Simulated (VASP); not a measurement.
# Si2N (P2) in VASP: relaxation of cell and atoms with PBE

Aim: the relaxation of cell and atoms of Si2N with PBE.

All numbers are computed with VASP 6.6.1; they aren't measurements. Logs are shortened: lines on timing, memory, paths and dates and some standing lists are left out, and cuts for length are marked.

**1. The cell of the first run**

The structure is monoclinic, space group P2 (No. 3). Conventional cell: a = 4.170 Å, b = 2.285 Å, c = 4.422 Å, α = 90.00°, β = 102.25°, γ = 90.00°. Within 3.0 Å of Si (site symmetry 2) lie 6 Si at 2.29 to 2.40 Å and 2 N at 2.74 Å. Si (site symmetry 2) has 6 Si at 2.29 to 2.40 Å and 4 N at 2.30 to 2.76 Å within 3.0 Å. Within 3.0 Å of N (site symmetry 2) lie 2 N at 2.29 Å and 6 Si at 2.30 to 2.76 Å.

The cell was generated, and may not be a known phase.

**2. Relaxation of cell and atoms, PBE**

The input, INCAR:

```
  PREC = Accurate
  ENCUT = 1330
  EDIFF = 1E-7
  ISMEAR = 0
  SIGMA = 0.1
  LREAL = False
  LASPH = True
  NELM = 120
  ALGO = Normal
  ISIF = 3
  LWAVE = False
  LCHARG = False
  GGA = PE
  IBRION = 2
  NSW = 90
  EDIFFG = -0.04
  GGA_COMPAT = False
  NELMIN = 4
```

The input, KPOINTS:

```
Automatic mesh
0
Gamma
  4 8 4
```

The input, POSCAR:

```
Si2N
1.0
    4.1702503300      0.0000000000      0.0000000000
    0.0000000000      2.2853843900      0.0000000000
   -0.9379563700      0.0000000000      4.3210454000
Si N
2 1
Direct
    0.5000000000      0.4639600700      0.0000000000
    0.0000000000      0.9409087200      0.0000000000
    0.0000000000      0.6605855100      0.5000000000
```

Potentials or basis: VASP PAW PBE potentials, release 64 (Si, N_h).

Run with:

```
> cat potpaw_PBE.64/Si/POTCAR potpaw_PBE.64/N_h/POTCAR > POTCAR
> mpirun -np 1 vasp_std > vasp.out
```

OUTCAR:

```text
PREC = Accurate
   ENCUT = 1330
   EDIFF = 1E-7
   ISMEAR = 0
   LREAL = False
   LASPH = True
   NELM = 120
   ISIF = 3
   GGA = PE
   IBRION = 2
   NSW = 90
   EDIFFG = -0.04
   NELMIN = 4

 ion  position               nearest neighbor table
   1  0.500  0.464  0.000-   2 2.35   2 2.35   2 2.40   2 2.40
   2  0.000  0.941  0.000-   3 2.30   3 2.30   1 2.35   1 2.35   1 2.40   1 2.40
   3  0.000  0.661  0.500-   2 2.30   2 2.30

  LATTYP: Found a simple monoclinic cell.
 ALAT       =     4.1702503300
 B/A-ratio  =     0.5480209122
 C/A-ratio  =     1.0602896787
 COS(beta)  =    -0.2121270137

  Lattice vectors:

 A1 = (   4.1702503300,   0.0000000000,   0.0000000000)
 A2 = (   0.0000000000,   2.2853843900,   0.0000000000)
 A3 = (  -0.9379563700,   0.0000000000,   4.3210454000)

Analysis of symmetry for initial positions (statically):
=====================================================================
 Subroutine PRICEL returns:
 Original cell was already a primitive cell.

 Routine SETGRP: Setting up the symmetry group for a
 simple monoclinic supercell.

 Subroutine GETGRP returns: Found  2 space group operations
 (whereof  2 operations were pure point group operations)
 out of a pool of  4 trial point group operations.

The static configuration has the point symmetry C_2 .

Analysis of symmetry for dynamics (positions and initial velocities):
=====================================================================
 Subroutine PRICEL returns:
 Original cell was already a primitive cell.

 Routine SETGRP: Setting up the symmetry group for a
 simple monoclinic supercell.

 Subroutine GETGRP returns: Found  2 space group operations
 (whereof  2 operations were pure point group operations)
 out of a pool of  4 trial point group operations.

The dynamic configuration has the point symmetry C_2 .

 Subroutine INISYM returns: Found  2 space group operations
 (whereof  2 operations are pure point group operations),
 and found     1 'primitive' translations

----------------------------------------------------------------------------------------

                                     Primitive cell

  volume of cell :      41.1823

  direct lattice vectors                    reciprocal lattice vectors
     4.170250330  0.000000000  0.000000000     0.239793758  0.000000000  0.052051312
     0.000000000  2.285384390  0.000000000     0.000000000  0.437563153  0.000000000
    -0.937956370  0.000000000  4.321045400     0.000000000  0.000000000  0.231425479

  length of vectors
     4.170250330  2.285384390  4.421673382     0.245378046  0.437563153  0.231425479

  position of ions in fractional coordinates (direct lattice)
     0.500000000  0.463960070  0.000000000
     0.000000000  0.940908720  0.000000000
     1.000000000  0.660585510  0.500000000

  ion indices of the primitive-cell ions
   primitive index   ion index
                 1           1
                 2           2
                 3           3

----------------------------------------------------------------------------------------

 KPOINTS: Automatic mesh

Automatic generation of k-mesh.
 Grid dimensions read from file:
 generate k-points for:    4    8    4

 Generating k-lattice:

  Cartesian coordinates                     Fractional coordinates (reciprocal lattice)
     0.059948440  0.000000000  0.013012828     0.250000000  0.000000000 -0.000000000
     0.000000000  0.054695394  0.000000000     0.000000000  0.125000000  0.000000000
     0.000000000  0.000000000  0.057856370     0.000000000  0.000000000  0.250000000

  Length of vectors
     0.061344512  0.054695394  0.057856370

  Shift w.r.t. Gamma in fractional coordinates (k-lattice)
     0.000000000  0.000000000  0.000000000

 Subroutine IBZKPT returns following result:
 ===========================================

 Found     50 irreducible k-points:

 Following reciprocal coordinates:
            Coordinates               Weight
  0.000000  0.000000  0.000000      1.000000
  0.250000  0.000000  0.000000      2.000000
  0.500000  0.000000  0.000000      1.000000
  0.000000  0.125000  0.000000      2.000000
  0.250000  0.125000  0.000000      4.000000
  0.500000  0.125000  0.000000      2.000000
[... 16 lines left out ...]
 -0.250000  0.125000  0.250000      4.000000
  0.000000  0.250000  0.250000      4.000000
 [... further k-points ...]
   k-points           NKPTS =     50   k-points in BZ     NKDIM =     50   number of bands    NBANDS=     10
   number of dos      NEDOS =    301   number of ions     NIONS =      3
   total plane-waves  NPLWV =  75600
   dimension x,y,z NGX =    50 NGY =   28 NGZ =   54
   dimension x,y,z NGXF=   100 NGYF=   56 NGZF=  108
   ions per type =               2   1
   NGX,Y,Z   is equivalent  to a cutoff of  19.93, 20.37, 20.30 a.u.
   NGXF,Y,Z  is equivalent  to a cutoff of  39.86, 40.74, 40.61 a.u.
 SYSTEM =  unknown system
   PREC   = accura    normal or accurate (medium, high low for compatibility)
   ISTART =      0    job   : 0-new  1-cont  2-samecut
   ICHARG =      2    charge: 1-file 2-atom 10-const
   ISPIN  =      1    spin polarized calculation?
   LNONCOLLINEAR =      F non collinear calculations
   LSORBIT =      F    spin-orbit coupling
   LASPH  =      T    aspherical Exc in radial PAW
   ENCUT  = 1330.0 eV  97.75 Ry    9.89 a.u.  12.40  6.80 13.15*2*pi/ulx,y,z
   NELM   =    120;   NELMIN=  4; NELMDL= -5     # of ELM steps
   EDIFF  = 0.1E-06   stopping-criterion for ELM
   LREAL  =      F    real-space projection
   EDIFFG = -.4E-01   stopping-criterion for IOM
   NSW    =     90    number of steps for IOM
   IBRION =      2    ionic relax: 0-MD 1-quasi-New 2-CG
   NFREE  =      1    steps in history (QN), initial steepest desc. (CG)
   ISIF   =      3    stress and relaxation
   ISYM   =      2    0-nonsym 1-usesym 2-fastsym
   POTIM  = 0.5000    time-step for ionic-motion
   TEBEG  =    0.0;   TEEND  =   0.0 temperature during run
   PSTRESS=    0.0 pullay stress
   NELECT =      13.0000    total number of electrons
   NUPDOWN=      -1.0000    fix difference up-down
   EMIN   =  10.00;   EMAX   =-10.00  energy-range for DOS
   EFERMI =   0.00;   METHOD = LEGACY
   ISMEAR =     0;   SIGMA  =   0.10  broadening in eV -4-tet -1-fermi 0-gaus
   EFERMI_NEDOS =   21; number of points for ismear=-14 and -15
   IALGO  =     38    algorithm
   IMIX   =      4    mixing-type and parameters
     AMIX     =   0.40;   BMIX     =  1.00
     AMIX_MAG =   1.60;   BMIX_MAG =  1.00
  volume/ion in A,a.u.               =      13.73        92.64
  Fermi-wavevector in a.u.,A,eV,Ry     =   1.114686  2.106451 16.905577  1.242525
  Thomas-Fermi vector in A             =   2.251283
   LORBIT       =      0    0 simple, 1 ext, 2 COOP (PROOUT), +10 PAW based schemes
   GGA     = PE    functional components
   LHFCALC =     F    Hartree Fock is set to
   AEXX    =    0.0000 exact exchange contribution
   IVDW    =     0    specifies the selected vdW correction
   LEPSILON=     F    determine dielectric tensor
   LRPA    =     F    only Hartree local field effects (RPA)
 conjugate gradient relaxation of ions
 non-spin polarized calculation
 Gauss-broadening in eV      SIGMA  =   0.10
  energy-cutoff  :     1330.00
  volume of cell :       41.18
 maximum number of plane-waves:      4572
 NGX is ok and might be reduce to    50
   NGX = 25   NGY = 13   NGZ = 27

--------------------------------------- Ionic step        1  -------------------------------------------

 number of electron      13.0000000 magnetization

 Free energy of the ion-electron system (eV)
  ---------------------------------------------------
  ext. energy  EPLUGINS =         0.00000000
  ---------------------------------------------------
  free energy    TOTEN  =       -14.43218347 eV

  energy without entropy =      -14.42325191  energy(sigma->0) =      -14.42771769

------------------------ aborting loop because EDIFF is reached ----------------------------------------

  FORCE on cell =-STRESS in cart. coord.  units (eV):
  Direction    XX          YY          ZZ          XY          YZ          ZX
  --------------------------------------------------------------------------------------
  -------------------------------------------------------------------------------------
  Total        5.0915877      6.2237345     -9.1578989      0.0000000      0.0000000     -1.0427336
  in kB      198.0859149    242.1315770   -356.2839155      0.0000000      0.0000000    -40.5670778
  external PRESSURE =      27.9778588 kB  Pullay stress =       0.0000000 kB
[... 92 lines left out ...]
  FREE ENERGIE OF THE ION-ELECTRON SYSTEM (eV)
  ---------------------------------------------------
  free  energy   TOTEN  =       -17.0061402924 eV

  energy  without entropy=      -16.9973352752  energy(sigma->0) =      -17.00173778

 E-fermi :  12.4362     XC(G=0): -12.0043

 val. band max:       12.3980758851   @ k =   0.2500   0.0000   0.2500
 cond. band min:      12.4391426349   @ k =   0.5000   0.3750   0.2500
 fundamental gap:      0.0410667498
 Fermi energy:        12.4361892185

 k-point     1 :       0.0000    0.0000    0.0000
  band No.  band energies     occupation
      1      -8.7954      2.00000
      2       2.9579      2.00000
      3       3.7224      2.00000
      4       3.7241      2.00000
      5       7.5442      2.00000
      6       9.6532      2.00000
      7      14.6576      0.00000
      8      15.4173      0.00000
      9      16.8476      0.00000
     10      19.1193      0.00000
[... 287 lines left out ...]
 k-point    24 :       0.0000    0.2500    0.2500
  band No.  band energies     occupation
      1      -7.5701      2.00000
      2       1.1869      2.00000
      3       2.2372      2.00000
      4       5.3622      2.00000
      5       7.7453      2.00000
      6      10.6039      2.00000
      7      12.5387      0.14723
      8      13.7351      0.00000
      9      15.4082      0.00000
     10      17.9302      0.00000

 [... further k-points ...]

[... ionic steps 4 to 31 ...]

--------------------------------------- Ionic step       32  -------------------------------------------

 number of electron      13.0000000 magnetization

------------------------ aborting loop because EDIFF is reached ----------------------------------------

  FORCE on cell =-STRESS in cart. coord.  units (eV):
  Direction    XX          YY          ZZ          XY          YZ          ZX
  --------------------------------------------------------------------------------------
  -------------------------------------------------------------------------------------
  Total        0.0001417      0.1001093     -0.0773981      0.0000000      0.0000000     -0.0414581
  in kB        0.0059379      4.1938959     -3.2424515      0.0000000      0.0000000     -1.7368138
  external PRESSURE =       0.3191274 kB  Pullay stress =       0.0000000 kB
[... 59 lines left out ...]
  energy  without entropy=      -18.0273188951  energy(sigma->0) =      -18.03007906

--------------------------------------- Ionic step       34  -------------------------------------------

 number of electron      13.0000000 magnetization

 Free energy of the ion-electron system (eV)
  ---------------------------------------------------
  ext. energy  EPLUGINS =         0.00000000
  ---------------------------------------------------
  free energy    TOTEN  =       -18.03305261 eV

  energy without entropy =      -18.02754995  energy(sigma->0) =      -18.03030128

 E-fermi :   9.0117     XC(G=0): -10.9781

 val. band max:        8.9426672986   @ k =   0.0000   0.0000   0.2500
 cond. band min:       9.0429059077   @ k =   0.5000   0.2500   0.2500
 fundamental gap:      0.1002386091
 Fermi energy:         9.0116844649

 k-point     1 :       0.0000    0.0000    0.0000
  band No.  band energies     occupation
      1      -9.0959      2.00000
      2      -0.1177      2.00000
      3       2.7351      2.00000
      4       2.7768      2.00000
      5       4.4699      2.00000
      6       7.5127      2.00000
      7       9.8335      0.00000
      8      11.8022      0.00000
      9      12.8379      0.00000
     10      14.3366      0.00000
[... 329 lines left out ...]
  FREE ENERGIE OF THE ION-ELECTRON SYSTEM (eV)
  ---------------------------------------------------
  free  energy   TOTEN  =       -18.0330526116 eV

  energy  without entropy=      -18.0275499529  energy(sigma->0) =      -18.03030128

 reached required accuracy - stopping structural energy minimisation
```

It took 17 min on 1 thread of Intel Xeon Platinum 8488C (Sapphire Rapids), shared host; peak memory 0.35 GiB.

Results:

| Item | Value |
| --- | --- |
| Free energy | -18.0331 eV |
| Relaxed volume | 12.74 Å³/atom |
| Relaxed cell | a = 3.856 Å, b = 3.645 Å, c = 2.894 Å, α = 90.00°, β = 110.06°, γ = 90.00° |
| Space group after relaxing (to 0.1 Å) | P2 (No. 3) |
| Pressure after relaxing | -0.1 GPa |
| Largest force after relaxing | 0.008 eV/Å |
| Band gap on the k mesh | zero (an odd number of electrons rules out a gap without spin polarisation) |

Forces in eV/Å, atoms in the order of the input:
```
Si   0.000  0.008  0.000
Si   0.000 -0.006  0.000
N    0.000 -0.002  0.000
```

Final structure:
```
Si N
1.0
     3.85508    0.00000   -0.06936
     0.00000    3.64515    0.00000
    -0.94351    0.00000    2.73630
Si N
2 1
Direct
  0.50000 0.38446 0.00000
  0.00000 0.98362 0.00000
  0.00000 0.69738 0.50000
```

Caveat: the k points lie up to 0.58 Å⁻¹ apart in the final cell, too coarse for converged energies and pressures of a metal; a cell axis changed by over 15 % at a fixed basis, so the end point is rough; an odd number of electrons without spin polarisation forces a metal; a magnetic or distorted state may lie lower.

The gap in the log of VASP goes by the Fermi energy; the results here count the filled bands.